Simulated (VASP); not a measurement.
# BN (kat) (F-43m) in VASP: a series of runs

The runs below take BN (kat) through single point, relaxation of the atoms, with LDA.

Program: VASP 6.6.1. These are calculated values, not measurements. Logs are shortened: lines on timing, memory, paths and dates and some standing lists are left out, and cuts for length are marked.

### 1 The cell of the first run

The structure is cubic, space group F-43m (No. 216). The conventional cell has a = 3.609 Å, b = 3.609 Å, c = 3.609 Å, α = 90.00°, β = 90.00°, γ = 90.00°. Within 2.1 Å of B (site symmetry -43m) lie 4 N at 1.56 Å. Within 2.1 Å of N (site symmetry -43m) lie 4 B at 1.56 Å.

### 2 Single point, LDA (strained cell)

The input, INCAR:

```
SYSTEM = BN
PREC = Accurate
ENCUT = 520
EDIFF = 1E-7
ISMEAR = 0
SIGMA = 0.02
LREAL = .False.
LASPH = .True.
NELM = 100
ALGO = Normal
ISIF = 2
LWAVE = .False.
LCHARG = .True.
LELF = .True.
LVHAR = .True.
NBANDS = 11
```

The input, KPOINTS:

```
Automatic mesh
0
Gamma
  12 12 12
  0 0 0
```

The input, POSCAR:

```
BN
1.0
    0.0000000000      1.8044241095      1.8044241095
    1.8044241095      0.0000000000      1.8044241095
    1.8044241095      1.8044241095      0.0000000000
B N
1 1
Direct
    0.0000000000      0.0000000000      0.0000000000
    0.2500000000      0.2500000000      0.2500000000
```

Potentials or basis: VASP PAW LDA potentials, release 64 (B, N).

Run with:

```bash
cat potpaw_LDA.64/B/POTCAR potpaw_LDA.64/N/POTCAR > POTCAR
mpirun -np 1 vasp_std > vasp.out
```

OUTCAR:

```text
SYSTEM = BN
   PREC = Accurate
   ENCUT = 520
   EDIFF = 1E-7
   ISMEAR = 0
   LREAL = .False.
   LASPH = .True.
   NELM = 100
   ISIF = 2

 ion  position               nearest neighbor table
   1  0.000  0.000  0.000-   2 1.56   2 1.56   2 1.56   2 1.56
   2  0.250  0.250  0.250-   1 1.56   1 1.56   1 1.56   1 1.56

  LATTYP: Found a face centered cubic cell.
 ALAT       =     3.6088482190

  Lattice vectors:

 A1 = (   0.0000000000,   1.8044241095,   1.8044241095)
 A2 = (   1.8044241095,   0.0000000000,   1.8044241095)
 A3 = (   1.8044241095,   1.8044241095,   0.0000000000)

Analysis of symmetry for initial positions (statically):
[... 5 lines left out ...]
 face centered cubic supercell.

 Subroutine GETGRP returns: Found 24 space group operations
 (whereof 24 operations were pure point group operations)
 out of a pool of 48 trial point group operations.

The static configuration has the point symmetry T_d .

Analysis of symmetry for dynamics (positions and initial velocities):
[... 5 lines left out ...]
 face centered cubic supercell.

 Subroutine GETGRP returns: Found 24 space group operations
 (whereof 24 operations were pure point group operations)
 out of a pool of 48 trial point group operations.

The dynamic configuration has the point symmetry T_d .

 Subroutine INISYM returns: Found 24 space group operations
 (whereof 24 operations are pure point group operations),
 and found     1 'primitive' translations

----------------------------------------------------------------------------------------

                                     Primitive cell

  volume of cell :      11.7502

  direct lattice vectors                    reciprocal lattice vectors
     0.000000000  1.804424109  1.804424109    -0.277096719  0.277096719  0.277096719
     1.804424109  0.000000000  1.804424109     0.277096719 -0.277096719  0.277096719
     1.804424109  1.804424109  0.000000000     0.277096719  0.277096719 -0.277096719

  length of vectors
     2.551841048  2.551841048  2.551841048     0.479945596  0.479945596  0.479945596

  position of ions in fractional coordinates (direct lattice)
     0.000000000  0.000000000  0.000000000
     0.250000000  0.250000000  0.250000000

  ion indices of the primitive-cell ions
   primitive index   ion index
                 1           1
                 2           2

----------------------------------------------------------------------------------------

 KPOINTS: Automatic mesh

Automatic generation of k-mesh.
 Grid dimensions read from file:
 generate k-points for:   12   12   12

 Generating k-lattice:

  Cartesian coordinates                     Fractional coordinates (reciprocal lattice)
    -0.023091393  0.023091393  0.023091393     0.083333333  0.000000000  0.000000000
     0.023091393 -0.023091393  0.023091393     0.000000000  0.083333333  0.000000000
     0.023091393  0.023091393 -0.023091393     0.000000000  0.000000000  0.083333333

  Length of vectors
     0.039995466  0.039995466  0.039995466

  Shift w.r.t. Gamma in fractional coordinates (k-lattice)
     0.000000000  0.000000000  0.000000000

 Subroutine IBZKPT returns following result:
 ===========================================

 Found     72 irreducible k-points:

 Following reciprocal coordinates:
            Coordinates               Weight
  0.000000  0.000000  0.000000      1.000000
  0.083333  0.000000  0.000000      8.000000
  0.166667  0.000000  0.000000      8.000000
  0.250000  0.000000  0.000000      8.000000
  0.333333  0.000000  0.000000      8.000000
  0.416667  0.000000  0.000000      8.000000
[... 16 lines left out ...]
  0.500000  0.166667  0.000000     24.000000
 -0.416667  0.166667  0.000000     24.000000
 [... further k-points ...]
   k-points           NKPTS =     72   k-points in BZ     NKDIM =     72   number of bands    NBANDS=     11
   number of dos      NEDOS =    301   number of ions     NIONS =      2
   total plane-waves  NPLWV =   8000
   dimension x,y,z NGX =    20 NGY =   20 NGZ =   20
   dimension x,y,z NGXF=    40 NGYF=   40 NGZF=   40
   ions per type =               1   1
   NGX,Y,Z   is equivalent  to a cutoff of  13.03, 13.03, 13.03 a.u.
   NGXF,Y,Z  is equivalent  to a cutoff of  26.06, 26.06, 26.06 a.u.
 SYSTEM =  BN
   PREC   = accura    normal or accurate (medium, high low for compatibility)
   ISTART =      0    job   : 0-new  1-cont  2-samecut
   ICHARG =      2    charge: 1-file 2-atom 10-const
   ISPIN  =      1    spin polarized calculation?
   LNONCOLLINEAR =      F non collinear calculations
   LSORBIT =      F    spin-orbit coupling
   LASPH  =      T    aspherical Exc in radial PAW
   ENCUT  =  520.0 eV  38.22 Ry    6.18 a.u.   4.74  4.74  4.74*2*pi/ulx,y,z
   NELM   =    100;   NELMIN=  2; NELMDL= -5     # of ELM steps
   EDIFF  = 0.1E-06   stopping-criterion for ELM
   LREAL  =      F    real-space projection
   EDIFFG = 0.1E-05   stopping-criterion for IOM
   NSW    =      0    number of steps for IOM
   IBRION =     -1    ionic relax: 0-MD 1-quasi-New 2-CG
   NFREE  =      0    steps in history (QN), initial steepest desc. (CG)
   ISIF   =      2    stress and relaxation
   ISYM   =      2    0-nonsym 1-usesym 2-fastsym
   POTIM  = 0.5000    time-step for ionic-motion
   TEBEG  =    0.0;   TEEND  =   0.0 temperature during run
   PSTRESS=    0.0 pullay stress
   NELECT =       8.0000    total number of electrons
   NUPDOWN=      -1.0000    fix difference up-down
   EMIN   =  10.00;   EMAX   =-10.00  energy-range for DOS
   EFERMI =   0.00;   METHOD = LEGACY
   ISMEAR =     0;   SIGMA  =   0.02  broadening in eV -4-tet -1-fermi 0-gaus
   EFERMI_NEDOS =   21; number of points for ismear=-14 and -15
   IALGO  =     38    algorithm
   IMIX   =      4    mixing-type and parameters
     AMIX     =   0.40;   BMIX     =  1.00
     AMIX_MAG =   1.60;   BMIX_MAG =  1.00
  volume/ion in A,a.u.               =       5.88        39.65
  Fermi-wavevector in a.u.,A,eV,Ry     =   1.440200  2.721584 28.220887  2.074177
  Thomas-Fermi vector in A             =   2.558971
   LORBIT       =      0    0 simple, 1 ext, 2 COOP (PROOUT), +10 PAW based schemes
   GGA     = CA    functional components
   LHFCALC =     F    Hartree Fock is set to
   AEXX    =    0.0000 exact exchange contribution
   IVDW    =     0    specifies the selected vdW correction
   LEPSILON=     F    determine dielectric tensor
   LRPA    =     F    only Hartree local field effects (RPA)
 non-spin polarized calculation
 Gauss-broadening in eV      SIGMA  =   0.02
  energy-cutoff  :      520.00
  volume of cell :       11.75
 maximum number of plane-waves:       332
   NGX =  9   NGY =  9   NGZ =  9

 number of electron       8.0000000 magnetization

 Free energy of the ion-electron system (eV)
  ---------------------------------------------------
  ext. energy  EPLUGINS =         0.00000000
  ---------------------------------------------------
  free energy    TOTEN  =       -19.40790172 eV

  energy without entropy =      -19.40790172  energy(sigma->0) =      -19.40790172

 E-fermi :   7.5576     XC(G=0): -13.1293

 val. band max:        7.4531925915   @ k =   0.0000   0.0000   0.0000
 cond. band min:      11.8025771625   @ k =   0.5000   0.5000   0.0000
 fundamental gap:      4.3493845710
 Fermi energy:         7.5576441312

 k-point     1 :       0.0000    0.0000    0.0000
  band No.  band energies     occupation
      1     -12.6744      2.00000
      2       7.4532      2.00000
      3       7.4532      2.00000
      4       7.4532      2.00000
      5      16.1603      0.00000
      6      16.1603      0.00000
      7      16.1603      0.00000
      8      17.9763      0.00000
      9      32.0393      0.00000
     10      35.3035      0.00000
     11      35.3035      0.00000

 k-point     2 :       0.0833    0.0000    0.0000
  band No.  band energies     occupation
      1     -12.5041      2.00000
      2       6.5446      2.00000
      3       7.2699      2.00000
      4       7.2699      2.00000
      5      16.3991      0.00000
      6      16.4362      0.00000
      7      16.4362      0.00000
      8      18.5042      0.00000
      9      31.7745      0.00000
     10      32.9554      0.00000
     11      32.9554      0.00000

 k-point     3 :       0.1667    0.0000    0.0000
  band No.  band energies     occupation
      1     -11.9991      2.00000
      2       4.4484      2.00000
      3       6.8251      2.00000
      4       6.8251      2.00000
      5      16.7773      0.00000
      6      17.0758      0.00000
      7      17.0758      0.00000
      8      19.7531      0.00000
      9      31.1505      0.00000
     10      31.3855      0.00000
     11      31.3855      0.00000

 k-point     4 :       0.2500    0.0000    0.0000
  band No.  band energies     occupation
      1     -11.1813      2.00000
      2       1.9783      2.00000
      3       6.3129      2.00000
      4       6.3129      2.00000
      5      17.1376      0.00000
      6      17.6843      0.00000
      7      17.6843      0.00000
      8      20.9981      0.00000
      9      30.6045      0.00000
     10      30.9718      0.00000
     11      30.9718      0.00000

 k-point     5 :       0.3333    0.0000    0.0000
  band No.  band energies     occupation
      1     -10.1105      2.00000
      2      -0.4257      2.00000
      3       5.8769      2.00000
      4       5.8769      2.00000
      5      17.4489      0.00000
      6      17.9947      0.00000
      7      17.9947      0.00000
      8      21.8760      0.00000
      9      30.4041      0.00000
     10      31.7542      0.00000
     11      31.7542      0.00000
[... 211 lines left out ...]
 k-point    21 :       0.3333    0.1667    0.0000
  band No.  band energies     occupation
      1     -10.2854      2.00000
      2       1.3809      2.00000
      3       4.6512      2.00000
      4       4.9688      2.00000
      5      15.4661      0.00000
      6      19.7732      0.00000
      7      20.1414      0.00000
      8      20.1580      0.00000
      9      26.7443      0.00000
     10      33.7419      0.00000
     11      35.5308      0.00000

 k-point    22 :       0.4167    0.1667    0.0000
  band No.  band energies     occupation
      1      -9.1980      2.00000
      2      -0.7347      2.00000
      3       4.3171      2.00000
      4       4.4672      2.00000
      5      15.8712      0.00000
      6      19.8707      0.00000
      7      20.2263      0.00000
      8      21.1439      0.00000
      9      27.6196      0.00000
     10      33.5286      0.00000
     11      35.7584      0.00000

 k-point    23 :       0.5000    0.1667    0.0000
  band No.  band energies     occupation
      1      -8.1953      2.00000
      2      -2.3276      2.00000
      3       3.7269      2.00000
      4       4.5418      2.00000
      5      16.2185      0.00000
      6      19.8323      0.00000
      7      19.9823      0.00000
      8      22.4258      0.00000
      9      27.9709      0.00000
     10      33.6905      0.00000
     11      34.9376      0.00000

 k-point    24 :      -0.4167    0.1667    0.0000
  band No.  band energies     occupation
      1      -7.9994      2.00000
      2      -2.6076      2.00000
      3       3.3201      2.00000
      4       4.8606      2.00000
      5      16.6665      0.00000
      6      19.5876      0.00000
      7      19.6954      0.00000
      8      23.0384      0.00000
      9      28.2501      0.00000
     10      32.6921      0.00000
     11      33.9470      0.00000

 [... further k-points ...]
[... 5 lines left out ...]
  --------------------------------------------------------------------------------------
  -------------------------------------------------------------------------------------
  Total       -0.6017856     -0.6017856     -0.6017856      0.0000000     -0.0000000      0.0000000
  in kB      -82.0552746    -82.0552746    -82.0552746      0.0000000     -0.0000000      0.0000000
  external PRESSURE =     -82.0552746 kB  Pullay stress =       0.0000000 kB

 VOLUME and BASIS-vectors are now :
 -----------------------------------------------------------------------------
  energy-cutoff  :      520.00
  volume of cell :       11.75
      direct lattice vectors                 reciprocal lattice vectors
     0.000000000  1.804424109  1.804424109    -0.277096719  0.277096719  0.277096719
     1.804424109  0.000000000  1.804424109     0.277096719 -0.277096719  0.277096719
     1.804424109  1.804424109  0.000000000     0.277096719  0.277096719 -0.277096719

 POSITION                                       TOTAL-FORCE (eV/Angst)
 -----------------------------------------------------------------------------------
      0.00000      0.00000      0.00000        -0.000000      0.000000      0.000000
      0.90221      0.90221      0.90221         0.000000     -0.000000     -0.000000
 -----------------------------------------------------------------------------------
    total drift:                               -0.000000     -0.000000     -0.000000

  FREE ENERGIE OF THE ION-ELECTRON SYSTEM (eV)
  ---------------------------------------------------
  free  energy   TOTEN  =       -19.4079017212 eV

  energy  without entropy=      -19.4079017212  energy(sigma->0) =      -19.40790172
```

It took 5.7 s on 1 thread of Intel Xeon Platinum 8375C at 2.90GHz (Ice Lake), shared host; peak memory 0.12 GiB.

Results:

```yaml
Free_energy: -19.4079 eV
Pressure: -8.2 GPa
Band_gap_on_the_k_mesh: 4.35 eV, indirect (least direct gap 8.71 eV)
```

Caveat: the cell differs from its parent crystal (strained cell).

### 3 Relaxation of the atoms, LDA (strained cell)

The input, INCAR:

```
PREC = Accurate
ENCUT = 520
EDIFF = 1E-6
ISMEAR = 0
SIGMA = 0.02
LREAL = F
LASPH = T
NELM = 100
ALGO = Normal
ISIF = 2
LWAVE = F
LCHARG = F
IBRION = 2
NSW = 60
EDIFFG = -0.002
```

The input, KPOINTS:

```
regular mesh
0
Gamma
  12 12 12
```

POSCAR is that of step 2.

Potentials or basis: VASP PAW LDA potentials, release 64 (B, N).

Run with:

```bash
cat potpaw_LDA.64/B/POTCAR potpaw_LDA.64/N/POTCAR > POTCAR
mpirun -np 1 vasp_std > vasp.out
```

It took 3.9 s on 1 thread of Intel Xeon Platinum 8375C at 2.90GHz (Ice Lake), shared host; peak memory 0.11 GiB.

Results (log left out):

```
Free energy             : -19.4079 eV
Pressure after relaxing : -8.2 GPa
Band gap on the k mesh  : 4.35 eV, indirect (least direct gap 8.71 eV)
```

Final structure:
```yaml
crystal:
  lattice:
    - [0.00000, 1.80442, 1.80442]
    - [1.80442, 0.00000, 1.80442]
    - [1.80442, 1.80442, 0.00000]
  atoms:
    - { symbol: B, position: [0.00000, 0.00000, 0.00000] }
    - { symbol: N, position: [0.25000, 0.25000, 0.25000] }
```

Levels at points of the mesh, in eV from the valence-band top:
```tsv
k point	band 2	band 3	band 4	band 5	band 6	band 7
(0.00, 0.00, 0.00)	0.00	0.00	0.00	8.71	8.71	8.71
(0.50, 0.00, 0.00)	-10.76	-1.96	-1.96	10.28	10.59	10.59
(0.50, 0.50, 0.00)	-8.92	-4.95	-4.95	4.35	9.17	17.78
```

Caveat: the cell differs from its parent crystal (strained cell); the relaxation stopped at its first step, so nothing moved. A k mesh can miss the band edges.
